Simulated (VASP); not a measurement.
# NaH (P1) in VASP: notebook

The runs below take NaH through single point, with PBE, r2SCAN.

All numbers are computed with VASP 6.6.1; they aren't measurements. Logs are shortened: lines on timing, memory, paths and dates and some standing lists are left out, and cuts for length are marked.

### Step 1. The cell of the first run

The typed cell holds 16 atoms: a = 6.781 Å, b = 6.781 Å, c = 6.781 Å, α = 60.00°, β = 60.00°, γ = 60.00°.

### Step 2. Single point, PBE

Contents of INCAR:

```
  PREC = Accurate
  ENCUT = 520
  EDIFF = 1E-6
  ISMEAR = -1
  SIGMA = 0.02
  LREAL = Auto
  LASPH = T
  NELM = 80
  ALGO = Normal
  ISIF = 2
  LWAVE = F
  LCHARG = F
  GGA = PE
  NBANDS = 46
```

Contents of KPOINTS:

```
Automatic mesh
0
Gamma
  2 2 2
```

Contents of POSCAR:

```
NaH
1.0
    0.0000000000      4.7950232845      4.7950232845
    4.7950232845      0.0000000000      4.7950232845
    4.7950232845      4.7950232845      0.0000000000
Na H
8 8
Direct
    0.0124425882      0.0088415629     -0.0149645780
   -0.0011327369     -0.0108217410      0.5034629358
   -0.0039000853      0.5160075047     -0.0055444986
   -0.0035060309      0.5015747281      0.5065544745
    0.4957150068     -0.0035359578      0.0102915037
    0.5054856580      0.0146117122      0.4991071697
    0.5090696865      0.5039189294     -0.0145002424
    0.4983253174      0.4805429220      0.5087611374
    0.2276483210      0.2833815228      0.2432265561
    0.2288649992      0.2785715357      0.7480612266
    0.2567876999      0.7607687770      0.2348685154
    0.2616450277      0.7584246800      0.7239547744
    0.7445084806      0.2494812703      0.2649710804
    0.7535883114      0.2434829678      0.7504210692
    0.7486042897      0.7774932005      0.2402595215
    0.7605208116      0.7531354460      0.7480766593
```

Potentials or basis: VASP PAW PBE potentials, release 64 (Na_pv, H).

Started as:

```bash
$ cat potpaw_PBE.64/Na_pv/POTCAR potpaw_PBE.64/H/POTCAR > POTCAR
$ mpirun -np 1 vasp_std > vasp.out
```

OUTCAR:

```text
PREC = Accurate
   ENCUT = 520
   EDIFF = 1E-6
   ISMEAR = -1
   LREAL = Auto
   LASPH = T
   NELM = 80
   ISIF = 2
   GGA = PE

 ion  position               nearest neighbor table
   1  0.012  0.009  0.985-
   2  0.999  0.989  0.503-
   3  0.996  0.516  0.994-
   4  0.996  0.502  0.507-
   5  0.496  0.996  0.010-
   6  0.505  0.015  0.499-
[... 8 lines left out ...]
  15  0.749  0.777  0.240-
  16  0.761  0.753  0.748-

  LATTYP: Found a face centered cubic cell.
 ALAT       =     9.5900465690

  Lattice vectors:

 A1 = (   0.0000000000,   4.7950232845,   4.7950232845)
 A2 = (   4.7950232845,   0.0000000000,   4.7950232845)
 A3 = (   4.7950232845,   4.7950232845,   0.0000000000)

Analysis of symmetry for initial positions (statically):
=====================================================================
 Subroutine PRICEL returns:
 Original cell was already a primitive cell.

 Routine SETGRP: Setting up the symmetry group for a
 face centered cubic supercell.

 Subroutine GETGRP returns: Found  1 space group operations
 (whereof  1 operations were pure point group operations)
 out of a pool of 48 trial point group operations.

The static configuration has the point symmetry C_1 .

Analysis of symmetry for dynamics (positions and initial velocities):
=====================================================================
 Subroutine PRICEL returns:
 Original cell was already a primitive cell.

 Routine SETGRP: Setting up the symmetry group for a
 face centered cubic supercell.

 Subroutine GETGRP returns: Found  1 space group operations
 (whereof  1 operations were pure point group operations)
 out of a pool of 48 trial point group operations.

The dynamic configuration has the point symmetry C_1 .

 Subroutine INISYM returns: Found  1 space group operations
 (whereof  1 operations are pure point group operations),
 and found     1 'primitive' translations

----------------------------------------------------------------------------------------

                                     Primitive cell

  volume of cell :     220.4967

  direct lattice vectors                    reciprocal lattice vectors
     0.000000000  4.795023285  4.795023285    -0.104274780  0.104274780  0.104274780
     4.795023285  0.000000000  4.795023285     0.104274780 -0.104274780  0.104274780
     4.795023285  4.795023285  0.000000000     0.104274780  0.104274780 -0.104274780

  length of vectors
     6.781186961  6.781186961  6.781186961     0.180609218  0.180609218  0.180609218

  position of ions in fractional coordinates (direct lattice)
     0.012442588  0.008841563  0.985035422
     0.998867263  0.989178259  0.503462936
     0.996099915  0.516007505  0.994455501
     0.996493969  0.501574728  0.506554474
     0.495715007  0.996464042  0.010291504
     0.505485658  0.014611712  0.499107170
[... 8 lines left out ...]
     0.748604290  0.777493200  0.240259522
     0.760520812  0.753135446  0.748076659

  ion indices of the primitive-cell ions
   primitive index   ion index
                 1           1
                 2           2
                 3           3
                 4           4
                 5           5
                 6           6
[... 8 lines left out ...]
                15          15
                16          16

----------------------------------------------------------------------------------------

 KPOINTS: Automatic mesh

Automatic generation of k-mesh.
 Grid dimensions read from file:
 generate k-points for:    2    2    2

 Generating k-lattice:

  Cartesian coordinates                     Fractional coordinates (reciprocal lattice)
    -0.052137390  0.052137390  0.052137390     0.500000000  0.000000000  0.000000000
     0.052137390 -0.052137390  0.052137390     0.000000000  0.500000000  0.000000000
     0.052137390  0.052137390 -0.052137390     0.000000000  0.000000000  0.500000000

  Length of vectors
     0.090304609  0.090304609  0.090304609

  Shift w.r.t. Gamma in fractional coordinates (k-lattice)
     0.000000000  0.000000000  0.000000000

 Subroutine IBZKPT returns following result:
 ===========================================

 Found      8 irreducible k-points:

 Following reciprocal coordinates:
            Coordinates               Weight
  0.000000  0.000000  0.000000      1.000000
  0.500000  0.000000  0.000000      1.000000
  0.000000  0.500000  0.000000      1.000000
  0.000000  0.000000  0.500000      1.000000
  0.500000  0.500000  0.500000      1.000000
  0.500000  0.500000  0.000000      1.000000
  0.000000  0.500000  0.500000      1.000000
  0.500000  0.000000  0.500000      1.000000
   k-points           NKPTS =      8   k-points in BZ     NKDIM =      8   number of bands    NBANDS=     46
   number of dos      NEDOS =    301   number of ions     NIONS =     16
   total plane-waves  NPLWV = 125000
   dimension x,y,z NGX =    50 NGY =   50 NGZ =   50
   dimension x,y,z NGXF=   100 NGYF=  100 NGZF=  100
   ions per type =               8   8
   NGX,Y,Z   is equivalent  to a cutoff of  12.26, 12.26, 12.26 a.u.
   NGXF,Y,Z  is equivalent  to a cutoff of  24.52, 24.52, 24.52 a.u.
 SYSTEM =  unknown system
   PREC   = accura    normal or accurate (medium, high low for compatibility)
   ISTART =      0    job   : 0-new  1-cont  2-samecut
   ICHARG =      2    charge: 1-file 2-atom 10-const
   ISPIN  =      1    spin polarized calculation?
   LNONCOLLINEAR =      F non collinear calculations
   LSORBIT =      F    spin-orbit coupling
   LASPH  =      T    aspherical Exc in radial PAW
   ENCUT  =  520.0 eV  38.22 Ry    6.18 a.u.  12.61 12.61 12.61*2*pi/ulx,y,z
   NELM   =     80;   NELMIN=  2; NELMDL= -5     # of ELM steps
   EDIFF  = 0.1E-05   stopping-criterion for ELM
   LREAL  =      T    real-space projection
   EDIFFG = 0.1E-04   stopping-criterion for IOM
   NSW    =      0    number of steps for IOM
   IBRION =     -1    ionic relax: 0-MD 1-quasi-New 2-CG
   NFREE  =      0    steps in history (QN), initial steepest desc. (CG)
   ISIF   =      2    stress and relaxation
   ISYM   =      2    0-nonsym 1-usesym 2-fastsym
   POTIM  = 0.5000    time-step for ionic-motion
   TEBEG  =    0.0;   TEEND  =   0.0 temperature during run
   PSTRESS=    0.0 pullay stress
   NELECT =      64.0000    total number of electrons
   NUPDOWN=      -1.0000    fix difference up-down
   EMIN   =  10.00;   EMAX   =-10.00  energy-range for DOS
   EFERMI =   0.00;   METHOD = LEGACY
   ISMEAR =    -1;   SIGMA  =   0.02  broadening in eV -4-tet -1-fermi 0-gaus
   EFERMI_NEDOS =   21; number of points for ismear=-14 and -15
   IALGO  =     38    algorithm
   IMIX   =      4    mixing-type and parameters
     AMIX     =   0.40;   BMIX     =  1.00
     AMIX_MAG =   1.60;   BMIX_MAG =  1.00
  volume/ion in A,a.u.               =      13.78        93.00
  Fermi-wavevector in a.u.,A,eV,Ry     =   1.083929  2.048328 15.985508  1.174902
  Thomas-Fermi vector in A             =   2.220007
   LORBIT       =      0    0 simple, 1 ext, 2 COOP (PROOUT), +10 PAW based schemes
   GGA     = PE    functional components
   LHFCALC =     F    Hartree Fock is set to
   AEXX    =    0.0000 exact exchange contribution
   IVDW    =     0    specifies the selected vdW correction
   LEPSILON=     F    determine dielectric tensor
   LRPA    =     F    only Hartree local field effects (RPA)
 non-spin polarized calculation
  energy-cutoff  :      520.00
  volume of cell :      220.50
 maximum number of plane-waves:      5961
   NGX = 25   NGY = 25   NGZ = 25

 number of electron      64.0000012 magnetization

 Free energy of the ion-electron system (eV)
  ---------------------------------------------------
  ext. energy  EPLUGINS =         0.00000000
  ---------------------------------------------------
  free energy    TOTEN  =       -40.53842412 eV

  energy without entropy =      -40.53842412  energy(sigma->0) =      -40.53842412

 E-fermi :  -0.5199     XC(G=0):  -7.8453

 val. band max:       -0.9971388425   @ k =   0.0000   0.5000   0.5000
 cond. band min:       2.7399275955   @ k =   0.0000   0.0000   0.0000
 fundamental gap:      3.7370664380
 Fermi energy:        -0.5199463399

 k-point     1 :       0.0000    0.0000    0.0000
  band No.  band energies     occupation
      1     -23.2652      2.00000
      2     -23.2502      2.00000
      3     -23.2468      2.00000
      4     -23.2393      2.00000
      5     -23.2243      2.00000
      6     -23.1983      2.00000
[... 36 lines left out ...]
     43       9.2823      0.00000
     44       9.4059      0.00000

 k-point     2 :       0.5000    0.0000    0.0000
  band No.  band energies     occupation
      1     -23.2591      2.00000
      2     -23.2453      2.00000
      3     -23.2342      2.00000
      4     -23.2315      2.00000
      5     -23.2111      2.00000
      6     -23.1957      2.00000
[... 36 lines left out ...]
     43       6.7813      0.00000
     44       6.9208      0.00000

 k-point     3 :       0.0000    0.5000    0.0000
  band No.  band energies     occupation
      1     -23.2421      2.00000
      2     -23.2404      2.00000
      3     -23.2371      2.00000
      4     -23.2312      2.00000
      5     -23.2220      2.00000
      6     -23.2126      2.00000
[... 36 lines left out ...]
     43       6.8058      0.00000
     44       6.9409      0.00000

 k-point     4 :       0.0000    0.0000    0.5000
  band No.  band energies     occupation
      1     -23.2465      2.00000
      2     -23.2410      2.00000
      3     -23.2310      2.00000
      4     -23.2272      2.00000
      5     -23.2262      2.00000
      6     -23.2105      2.00000
[... 36 lines left out ...]
     43       6.7815      0.00000
     44       6.8986      0.00000

 k-point     5 :       0.5000    0.5000    0.5000
  band No.  band energies     occupation
      1     -23.2571      2.00000
      2     -23.2416      2.00000
      3     -23.2298      2.00000
      4     -23.2236      2.00000
      5     -23.2162      2.00000
      6     -23.2005      2.00000
[... 36 lines left out ...]
     43       6.7899      0.00000
     44       6.8691      0.00000

 k-point     6 :       0.5000    0.5000    0.0000
  band No.  band energies     occupation
      1     -23.2427      2.00000
      2     -23.2372      2.00000
      3     -23.2345      2.00000
      4     -23.2292      2.00000
      5     -23.2218      2.00000
      6     -23.2050      2.00000
[... 36 lines left out ...]
     43       6.4659      0.00000
     44       6.5163      0.00000

 k-point     7 :       0.0000    0.5000    0.5000
  band No.  band energies     occupation
      1     -23.2522      2.00000
      2     -23.2361      2.00000
      3     -23.2281      2.00000
      4     -23.2195      2.00000
      5     -23.2135      2.00000
      6     -23.1975      2.00000
[... 36 lines left out ...]
     43       6.4659      0.00000
     44       6.4896      0.00000

 k-point     8 :       0.5000    0.0000    0.5000
  band No.  band energies     occupation
      1     -23.2401      2.00000
      2     -23.2347      2.00000
      3     -23.2335      2.00000
      4     -23.2268      2.00000
      5     -23.2212      2.00000
      6     -23.2148      2.00000
[... 36 lines left out ...]
     43       6.4684      0.00000
     44       6.5186      0.00000
 [bands above 44 left out]

------------------------ aborting loop because EDIFF is reached ----------------------------------------

  FORCE on cell =-STRESS in cart. coord.  units (eV):
  Direction    XX          YY          ZZ          XY          YZ          ZX
  --------------------------------------------------------------------------------------
  -------------------------------------------------------------------------------------
  Total        0.8526108      0.9648693      1.1140168      0.0058593      0.0355816      0.0262936
  in kB        6.1952557      7.0109507      8.0946887      0.0425752      0.2585434      0.1910548
  external PRESSURE =       7.1002984 kB  Pullay stress =       0.0000000 kB

 VOLUME and BASIS-vectors are now :
 -----------------------------------------------------------------------------
  energy-cutoff  :      520.00
  volume of cell :      220.50
      direct lattice vectors                 reciprocal lattice vectors
     0.000000000  4.795023285  4.795023285    -0.104274780  0.104274780  0.104274780
     4.795023285  0.000000000  4.795023285     0.104274780 -0.104274780  0.104274780
     4.795023285  4.795023285  0.000000000     0.104274780  0.104274780 -0.104274780

 POSITION                                       TOTAL-FORCE (eV/Angst)
 -----------------------------------------------------------------------------------
      4.76566      4.78293      0.10206         0.061395      0.013048     -0.178430
      7.15725      7.20371      9.53272         0.036433     -0.025723      0.266676
      7.24271      9.54476      7.25059         0.096752      0.135987     -0.052216
      4.83400      7.20715      7.18327        -0.110765     -0.233640      0.080121
      4.82742      2.42631      7.15503         0.113765      0.035705      0.109109
      2.46329      4.81705      2.49388        -0.187899     -0.148367     -0.165663
[... 8 lines left out ...]
      4.88015      4.74162      7.31767        -0.073024      0.076165     -0.099823
      7.19835      7.23376      7.25802         0.042970     -0.109809     -0.131262
 -----------------------------------------------------------------------------------
    total drift:                               -0.000195     -0.000990     -0.001541

  FREE ENERGIE OF THE ION-ELECTRON SYSTEM (eV)
  ---------------------------------------------------
  free  energy   TOTEN  =       -40.5384241233 eV

  energy  without entropy=      -40.5384241233  energy(sigma->0) =      -40.53842412
```

Run time: 4.3 min. Hardware: 1 thread of Intel Xeon 8259CL, shared host; peak memory 0.35 GiB.

What came out:

* Free energy: -40.5384 eV
* Pressure: 0.7 GPa
* Largest force: 0.359 eV/Å
* Band gap on the k mesh: 3.74 eV (least direct gap 3.91 eV)

Forces on the atoms (eV/Å):
```
Na   0.061  0.013 -0.178
Na   0.036 -0.026  0.267
Na   0.097  0.136 -0.052
Na  -0.111 -0.234  0.080
Na   0.114  0.036  0.109
Na  -0.188 -0.148 -0.166
Na   0.098  0.004 -0.124
Na   0.153 -0.077  0.316
H   -0.161  0.177 -0.001
H   -0.184  0.184 -0.063
H   -0.008  0.019 -0.071
H    0.121  0.109 -0.010
H   -0.078 -0.110  0.105
H    0.079 -0.049  0.019
H   -0.073  0.076 -0.100
H    0.043 -0.110 -0.131
```

Caveat: the k points lie up to 0.57 Å⁻¹ apart; the atoms stand as in a frame of molecular dynamics.

### Step 3. Single point, PBE

Contents of INCAR:

```
PREC = Accurate ; ENCUT = 520
EDIFF = 1E-6 ; ISMEAR = -1
SIGMA = 0.02 ; LREAL = Auto
LASPH = True ; NELM = 80
ALGO = Normal ; ISIF = 2
LWAVE = False ; LCHARG = False
GGA = PE ; NBANDS = 46
```

Contents of KPOINTS:

```
regular mesh
0
Gamma
  2 2 2
```

Contents of POSCAR:

```
NaH
1.0
    0.0000000000      4.7950232845      4.7950232845
    4.7950232845      0.0000000000      4.7950232845
    4.7950232845      4.7950232845      0.0000000000
Na H
8 8
Direct
    0.0145462276      0.0151074345     -0.0199751898
   -0.0030603605     -0.0156450752      0.5056706414
   -0.0047593095      0.5232408377     -0.0049096738
   -0.0052385564      0.5067554120      0.5035956776
    0.4927222163     -0.0018599493      0.0127935771
    0.5098573781      0.0200057423      0.4999202001
    0.5113752019      0.5057479091     -0.0143409105
    0.5023066328      0.4722615232      0.5098744792
    0.2481067201      0.2653126845      0.2312237990
    0.2574071963      0.2522116011      0.7572229131
    0.2451038150      0.7403009932      0.2701992093
    0.2602870572      0.7611978678      0.7368513749
    0.7528785130      0.2735584213      0.2478209029
    0.7338339756      0.2510628059      0.7550964375
    0.7655622887      0.7497471413      0.2546388052
    0.7492584054      0.7538087483      0.7404845168
```

Potentials or basis: VASP PAW PBE potentials, release 64 (Na_pv, H).

Started as:

```bash
$ cat potpaw_PBE.64/Na_pv/POTCAR potpaw_PBE.64/H/POTCAR > POTCAR
$ mpirun -np 1 vasp_std > vasp.out
```

Run time: 4.5 min. Hardware: 1 thread of Intel Xeon 8259CL, shared host; peak memory 0.35 GiB.

The run converged. Its results:

* Free energy: -40.4804 eV
* Pressure: 0.7 GPa
* Largest force: 0.521 eV/Å
* Band gap on the k mesh: 3.72 eV (least direct gap 3.87 eV)

Forces in eV/Å, atoms in the order of the input:
```
Na   0.066  0.068 -0.243
Na   0.086  0.016  0.355
Na  -0.023  0.204 -0.048
Na  -0.218 -0.100 -0.015
Na   0.102  0.134  0.017
Na  -0.313 -0.218 -0.232
Na   0.102 -0.057 -0.182
Na   0.327 -0.082  0.398
H    0.093  0.205 -0.038
H   -0.047 -0.135 -0.128
H   -0.106 -0.092  0.158
H    0.071 -0.012 -0.055
H   -0.230 -0.027 -0.138
H   -0.090  0.182  0.131
H    0.047 -0.203  0.024
H    0.132  0.118 -0.004
```

Stress tensor (GPa, compression positive):
```
 0.79 -0.04  0.00
-0.04  0.64  0.04
 0.00  0.04  0.78
```

Levels at points of the mesh, in eV from the valence-band top:
```tsv
k point	band 29	band 30	band 31	band 32	band 33	band 34	band 35	band 36
(0.00, 0.00, 0.00)	-0.90	-0.21	-0.18	-0.15	3.72	3.75	3.75	3.76
(0.50, 0.00, 0.00)	-0.71	-0.62	-0.51	-0.45	4.80	4.87	4.98	5.12
(0.00, 0.50, 0.00)	-0.73	-0.61	-0.55	-0.47	4.94	4.96	5.01	5.07
(0.00, 0.00, 0.50)	-0.68	-0.62	-0.55	-0.46	4.75	4.95	5.07	5.09
(0.50, 0.50, 0.50)	-0.74	-0.64	-0.48	-0.46	4.79	4.91	5.01	5.06
(0.50, 0.50, 0.00)	-1.21	-1.18	-0.02	0.00	5.64	5.71	5.88	5.94
(0.00, 0.50, 0.50)	-1.23	-1.12	-0.02	-0.01	5.51	5.82	5.88	5.97
(0.50, 0.00, 0.50)	-1.21	-1.15	-0.02	-0.01	5.59	5.79	5.88	6.00
```

Caveat: the k points lie up to 0.57 Å⁻¹ apart; the atoms stand as in a frame of molecular dynamics. A k mesh can miss the band edges.

[end of part 1 of 2]
